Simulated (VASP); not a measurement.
Input of a VASP 6.6.1 run:

Contents of INCAR:

```
PREC = Accurate
ENCUT = 520
EDIFF = 1E-7
ISMEAR = -1
SIGMA = 0.05
LREAL = False
LASPH = True
NELM = 100
ALGO = Normal
ISIF = 2
LWAVE = False
LCHARG = False
GGA = PE
NBANDS = 14
```

File KPOINTS:

```
regular mesh
0
Gamma
  9 9 13
```

File POSCAR:

```
As
1.0
    4.0812307366      0.0000000000      0.0000000000
   -2.0406153683      3.5344494966      0.0000000000
    0.0000000000      0.0000000000      2.4135198599
As
3
Direct
    0.0000000000      0.0000000000      0.0000000000
    0.3333333333      0.6666666667      0.5000000000
    0.6666666667      0.3333333333      0.5000000000
```

Potentials or basis: VASP PAW PBE potentials, release 64 (As).

Launch:

```console
$ cat potpaw_PBE.64/As/POTCAR > POTCAR
$ mpirun -np 1 vasp_std > vasp.out
```

Question: What does it give for the pressure?

Answer: 123.2 GPa.
